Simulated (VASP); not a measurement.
# RbYSc (P4/mmm) in VASP: relaxation of cell and atoms with PBE

Aim: the relaxation of cell and atoms of RbYSc with PBE.

All numbers are computed with VASP 6.6.1; they aren't measurements. Logs are shortened: lines on timing, memory, paths and dates and some standing lists are left out, and cuts for length are marked.

## 1. The cell of the first run

Symmetry: P4/mmm, No. 123, tetragonal system. The conventional cell has a = 4.762 Å, b = 4.762 Å, c = 6.083 Å, α = 90.00°, β = 90.00°, γ = 90.00°. Rb (site symmetry 4/mmm) has 4 Sc at 3.37 Å and 8 Y at 4.54 Å and 4 Rb at 4.76 Å within 4.8 Å. Within 4.0 Å of Y (site symmetry 4/mmm) lie 2 Sc at 3.04 Å. Within 4.0 Å of Sc (site symmetry 4/mmm) lie 2 Y at 3.04 Å and 4 Rb at 3.37 Å.

The cell was generated, and may not be a known phase.

## 2. Relaxation of cell and atoms, PBE

INCAR reads:

```
PREC     = Accurate       # precision mode
ENCUT    = 600            # plane-wave cutoff, eV
EDIFF    = 1E-7           # SCF threshold, eV
ISMEAR   = 0              # smearing method
SIGMA    = 0.1            # smearing width, eV
LREAL    = False          # projectors in reciprocal space
LASPH    = True           # aspherical terms in the spheres
NELM     = 60             # most SCF steps
ALGO     = Fast           # electronic algorithm
ISIF     = 3              # what is computed and relaxed
LWAVE    = False          # write WAVECAR
LCHARG   = False          # write CHGCAR
GGA      = PE             # functional
IBRION   = 2              # ionic algorithm
NSW      = 100            # ionic steps
EDIFFG   = -0.01          # ionic threshold
```

KPOINTS reads:

```
Automatic mesh
0
Gamma
  10 10 8
```

POSCAR reads:

```
RbYSc
1.0
    4.7619723162      0.0000000000      0.0000000000
    0.0000000000      4.7619723162      0.0000000000
    0.0000000000      0.0000000000      6.0834646942
Rb Y Sc
1 1 1
Direct
    0.0000000000      0.0000000000      0.0000000000
    0.5000000000      0.5000000000      0.5000000000
    0.5000000000      0.5000000000      0.0000000000
```

Potentials or basis: VASP PAW PBE potentials, release 64 (Rb_sv, Y_sv, Sc_sv).

The run is started by

```
> cat potpaw_PBE.64/Rb_sv/POTCAR potpaw_PBE.64/Y_sv/POTCAR potpaw_PBE.64/Sc_sv/POTCAR > POTCAR
> mpirun -np 1 vasp_std > vasp.out
```

OUTCAR:

```text
PREC = Accurate
   ENCUT = 600
   EDIFF = 1E-7
   ISMEAR = 0
   LREAL = False
   LASPH = True
   NELM = 60
   ISIF = 3
   GGA = PE
   IBRION = 2
   NSW = 100
   EDIFFG = -0.01

 ion  position               nearest neighbor table
   1  0.000  0.000  0.000-   3 3.37   3 3.37   3 3.37   3 3.37   2 4.54   2 4.54   2 4.54   2 4.54
                             2 4.54   2 4.54   2 4.54   2 4.54
   2  0.500  0.500  0.500-   3 3.04   3 3.04   1 4.54   1 4.54   1 4.54   1 4.54   1 4.54   1 4.54
                             1 4.54   1 4.54
   3  0.500  0.500  0.000-   2 3.04   2 3.04   1 3.37   1 3.37   1 3.37   1 3.37

  LATTYP: Found a simple tetragonal cell.
 ALAT       =     4.7619723162
 C/A-ratio  =     1.2775094625

  Lattice vectors:

 A1 = (   4.7619723162,   0.0000000000,   0.0000000000)
 A2 = (   0.0000000000,   4.7619723162,   0.0000000000)
 A3 = (   0.0000000000,   0.0000000000,   6.0834646942)

Analysis of symmetry for initial positions (statically):
=====================================================================
 Subroutine PRICEL returns:
 Original cell was already a primitive cell.

 Routine SETGRP: Setting up the symmetry group for a
 simple tetragonal supercell.

 Subroutine GETGRP returns: Found 16 space group operations
 (whereof 16 operations were pure point group operations)
 out of a pool of 16 trial point group operations.

The static configuration has the point symmetry D_4h.

Analysis of symmetry for dynamics (positions and initial velocities):
=====================================================================
 Subroutine PRICEL returns:
 Original cell was already a primitive cell.

 Routine SETGRP: Setting up the symmetry group for a
 simple tetragonal supercell.

 Subroutine GETGRP returns: Found 16 space group operations
 (whereof 16 operations were pure point group operations)
 out of a pool of 16 trial point group operations.

The dynamic configuration has the point symmetry D_4h.

 Subroutine INISYM returns: Found 16 space group operations
 (whereof 16 operations are pure point group operations),
 and found     1 'primitive' translations

----------------------------------------------------------------------------------------

                                     Primitive cell

  volume of cell :     137.9510

  direct lattice vectors                    reciprocal lattice vectors
     4.761972316  0.000000000  0.000000000     0.209997021  0.000000000  0.000000000
     0.000000000  4.761972316  0.000000000     0.000000000  0.209997021  0.000000000
     0.000000000  0.000000000  6.083464694     0.000000000  0.000000000  0.164380012

  length of vectors
     4.761972316  4.761972316  6.083464694     0.209997021  0.209997021  0.164380012

  position of ions in fractional coordinates (direct lattice)
     0.000000000  0.000000000  0.000000000
     0.500000000  0.500000000  0.500000000
     0.500000000  0.500000000  0.000000000

  ion indices of the primitive-cell ions
   primitive index   ion index
                 1           1
                 2           2
                 3           3

----------------------------------------------------------------------------------------

 KPOINTS: Automatic mesh

Automatic generation of k-mesh.
 Grid dimensions read from file:
 generate k-points for:   10   10    8

 Generating k-lattice:

  Cartesian coordinates                     Fractional coordinates (reciprocal lattice)
     0.020999702  0.000000000  0.000000000     0.100000000  0.000000000  0.000000000
     0.000000000  0.020999702  0.000000000     0.000000000  0.100000000  0.000000000
     0.000000000  0.000000000  0.020547502     0.000000000  0.000000000  0.125000000

  Length of vectors
     0.020999702  0.020999702  0.020547502

  Shift w.r.t. Gamma in fractional coordinates (k-lattice)
     0.000000000  0.000000000  0.000000000

 Subroutine IBZKPT returns following result:
 ===========================================

 Found    105 irreducible k-points:

 Following reciprocal coordinates:
            Coordinates               Weight
  0.000000  0.000000  0.000000      1.000000
  0.100000  0.000000  0.000000      4.000000
  0.200000  0.000000  0.000000      4.000000
  0.300000  0.000000  0.000000      4.000000
  0.400000  0.000000  0.000000      4.000000
  0.500000  0.000000  0.000000      2.000000
[... 16 lines left out ...]
  0.100000  0.000000  0.125000      8.000000
  0.200000  0.000000  0.125000      8.000000
 [... further k-points ...]
   k-points           NKPTS =    105   k-points in BZ     NKDIM =    105   number of bands    NBANDS=     19
   number of dos      NEDOS =    301   number of ions     NIONS =      3
   total plane-waves  NPLWV =  80000
   dimension x,y,z NGX =    40 NGY =   40 NGZ =   50
   dimension x,y,z NGXF=    80 NGYF=   80 NGZF=  100
   ions per type =               1   1   1
   NGX,Y,Z   is equivalent  to a cutoff of  13.96, 13.96, 13.66 a.u.
   NGXF,Y,Z  is equivalent  to a cutoff of  27.93, 27.93, 27.33 a.u.
 SYSTEM =  unknown system
   PREC   = accura    normal or accurate (medium, high low for compatibility)
   ISTART =      0    job   : 0-new  1-cont  2-samecut
   ICHARG =      2    charge: 1-file 2-atom 10-const
   ISPIN  =      1    spin polarized calculation?
   LNONCOLLINEAR =      F non collinear calculations
   LSORBIT =      F    spin-orbit coupling
   LASPH  =      T    aspherical Exc in radial PAW
   ENCUT  =  600.0 eV  44.10 Ry    6.64 a.u.   9.51  9.51 12.15*2*pi/ulx,y,z
   NELM   =     60;   NELMIN=  2; NELMDL= -5     # of ELM steps
   EDIFF  = 0.1E-06   stopping-criterion for ELM
   LREAL  =      F    real-space projection
   EDIFFG = -.1E-01   stopping-criterion for IOM
   NSW    =    100    number of steps for IOM
   IBRION =      2    ionic relax: 0-MD 1-quasi-New 2-CG
   NFREE  =      1    steps in history (QN), initial steepest desc. (CG)
   ISIF   =      3    stress and relaxation
   ISYM   =      2    0-nonsym 1-usesym 2-fastsym
   POTIM  = 0.5000    time-step for ionic-motion
   TEBEG  =    0.0;   TEEND  =   0.0 temperature during run
   PSTRESS=    0.0 pullay stress
   NELECT =      31.0000    total number of electrons
   NUPDOWN=      -1.0000    fix difference up-down
   EMIN   =  10.00;   EMAX   =-10.00  energy-range for DOS
   EFERMI =   0.00;   METHOD = LEGACY
   ISMEAR =     0;   SIGMA  =   0.10  broadening in eV -4-tet -1-fermi 0-gaus
   EFERMI_NEDOS =   21; number of points for ismear=-14 and -15
   IALGO  =     68    algorithm
   IMIX   =      4    mixing-type and parameters
     AMIX     =   0.40;   BMIX     =  1.00
     AMIX_MAG =   1.60;   BMIX_MAG =  1.00
  volume/ion in A,a.u.               =      45.98       310.31
  Fermi-wavevector in a.u.,A,eV,Ry     =   0.995300  1.880843 13.478220  0.990621
  Thomas-Fermi vector in A             =   2.127310
   LORBIT       =      0    0 simple, 1 ext, 2 COOP (PROOUT), +10 PAW based schemes
   GGA     = PE    functional components
   LHFCALC =     F    Hartree Fock is set to
   AEXX    =    0.0000 exact exchange contribution
   IVDW    =     0    specifies the selected vdW correction
   LEPSILON=     F    determine dielectric tensor
   LRPA    =     F    only Hartree local field effects (RPA)
 conjugate gradient relaxation of ions
 non-spin polarized calculation
 RMM-DIIS sequential band-by-band and
 Gauss-broadening in eV      SIGMA  =   0.10
  energy-cutoff  :      600.00
  volume of cell :      137.95
 maximum number of plane-waves:      4641
 NGX is ok and might be reduce to    40
   NGX = 19   NGY = 19   NGZ = 25

--------------------------------------- Ionic step        1  -------------------------------------------

 number of electron      31.0000002 magnetization

 Free energy of the ion-electron system (eV)
  ---------------------------------------------------
  ext. energy  EPLUGINS =         0.00000000
  ---------------------------------------------------
  free energy    TOTEN  =        -9.60375500 eV

  energy without entropy =       -9.56554581  energy(sigma->0) =       -9.58465040

------------------------ aborting loop EDIFF was not reached (unconverged)  ----------------------------

  FORCE on cell =-STRESS in cart. coord.  units (eV):
  Direction    XX          YY          ZZ          XY          YZ          ZX
  --------------------------------------------------------------------------------------
  -------------------------------------------------------------------------------------
  Total        0.0204980      0.0204980      0.1370167      0.0000000      0.0000000      0.0000000
  in kB        0.2380654      0.2380654      1.5913264      0.0000000      0.0000000      0.0000000
  external PRESSURE =       0.6891524 kB  Pullay stress =       0.0000000 kB
[... 92 lines left out ...]
  FREE ENERGIE OF THE ION-ELECTRON SYSTEM (eV)
  ---------------------------------------------------
  free  energy   TOTEN  =        -9.5972373459 eV

  energy  without entropy=       -9.5594319898  energy(sigma->0) =       -9.57833467

[... ionic steps 4 to 8 ...]

--------------------------------------- Ionic step        9  -------------------------------------------

 number of electron      31.0000001 magnetization

------------------------ aborting loop because EDIFF is reached ----------------------------------------
[... 69 lines left out ...]
--------------------------------------- Ionic step       11  -------------------------------------------

 number of electron      31.0000001 magnetization

 Free energy of the ion-electron system (eV)
  ---------------------------------------------------
  ext. energy  EPLUGINS =         0.00000000
  ---------------------------------------------------
  free energy    TOTEN  =        -9.60645329 eV

  energy without entropy =       -9.56973319  energy(sigma->0) =       -9.58809324

 E-fermi :   1.1439     XC(G=0):  -7.6431

 val. band max:        1.1312953701   @ k =   0.4000   0.0000   0.0000
 cond. band min:       1.1525848603   @ k =   0.2000   0.2000   0.2500
 fundamental gap:      0.0212894902
 Fermi energy:         1.1438541422

 k-point     1 :       0.0000    0.0000    0.0000
  band No.  band energies     occupation
      1     -48.8851      2.00000
      2     -42.5324      2.00000
      3     -27.6322      2.00000
      4     -27.6322      2.00000
      5     -27.4033      2.00000
      6     -26.3960      2.00000
[... 505 lines left out ...]
      6     -26.3904      2.00000
[... 11 lines left out ...]
     18       1.3558      0.00273
     19       2.0196      0.00000

 [... further k-points ...]

------------------------ aborting loop because EDIFF is reached ----------------------------------------

  FORCE on cell =-STRESS in cart. coord.  units (eV):
  Direction    XX          YY          ZZ          XY          YZ          ZX
  --------------------------------------------------------------------------------------
  -------------------------------------------------------------------------------------
  Total       -0.0090628     -0.0090628     -0.0007647      0.0000000     -0.0000000      0.0000000
  in kB       -0.1059370     -0.1059370     -0.0089385      0.0000000     -0.0000000      0.0000000
  external PRESSURE =      -0.0736041 kB  Pullay stress =       0.0000000 kB
[... 18 lines left out ...]
  FREE ENERGIE OF THE ION-ELECTRON SYSTEM (eV)
  ---------------------------------------------------
  free  energy   TOTEN  =        -9.6064532870 eV

  energy  without entropy=       -9.5697331907  energy(sigma->0) =       -9.58809324

 reached required accuracy - stopping structural energy minimisation
```

Run time: 44 min. Hardware: 1 thread of Intel Xeon 6975P-C (Granite Rapids), shared host; peak memory 0.68 GiB.

What came out:

```yaml
Free_energy: -9.6065 eV
Relaxed_volume: 45.69 Å³/atom
Relaxed_cell: a = 4.740 Å, b = 4.740 Å, c = 6.101 Å, α = 90.00°, β = 90.00°, γ = 90.00°
Space_group_after_relaxing_to_0.1_Å: P4/mmm (No. 123)
Energy_gained_by_relaxing: 0.9 meV/atom
Ionic_steps: 11
Pressure_after_relaxing: 0.0 GPa
Band_gap_on_the_k_mesh: zero (an odd number of electrons rules out a gap without spin polarisation)
```

The path:
```
step  energy change (eV)  largest force (eV/Å)  pressure (GPa)  volume (Å³)
   1              0.0000                0.0000            0.07       137.95
   2              0.0066                0.0000           -0.09       138.35
   3              0.0065                0.0000           -0.03       138.21
   4              0.0064                0.0000           -0.07       138.13
   5             -0.0025                0.0000           -0.08       137.90
   6             -0.0025                0.0000           -0.06       137.74
   7             -0.0026                0.0000           -0.02       137.25
   8             -0.0026                0.0000           -0.04       137.30
   9             -0.0026                0.0000           -0.04       137.26
  10             -0.0027                0.0000           -0.03       137.20
  11             -0.0027                0.0000           -0.01       137.06
```

Final structure:
```xyz
3
Lattice="4.7400 0.0000 0.0000 0.0000 4.7400 0.0000 0.0000 0.0000 6.1006" Properties=species:S:1:pos:R:3 pbc="T T T"
Rb    0.0000    0.0000    0.0000
Y     2.3700    2.3700    3.0503
Sc    2.3700    2.3700    0.0000
```

Levels at points of the mesh, in eV from the Fermi level:
| k point | band 13 | band 14 | band 15 | band 16 | band 17 | band 18 | band 19 |
| --- | --- | --- | --- | --- | --- | --- | --- |
| (0.00, 0.00, 0.00) | -3.36 | -0.47 | -0.36 | 0.04 | 0.09 | 0.09 | 0.71 |
| (0.50, 0.00, 0.00) | -2.10 | -0.76 | -0.44 | 0.01 | 0.24 | 1.14 | 1.18 |
| (0.50, 0.50, 0.00) | -1.72 | -0.61 | -0.61 | -0.08 | 0.75 | 0.79 | 0.79 |
| (0.00, 0.00, 0.50) | -2.18 | -1.91 | -0.16 | 0.69 | 0.79 | 0.90 | 0.91 |
| (0.50, 0.00, 0.50) | -1.14 | -0.68 | -0.47 | -0.15 | 1.02 | 1.03 | 1.10 |
| (0.50, 0.50, 0.50) | -0.16 | -0.13 | -0.13 | 0.29 | 0.29 | 0.29 | 0.57 |

The gap in the log of VASP goes by the Fermi energy; the results here count the filled bands.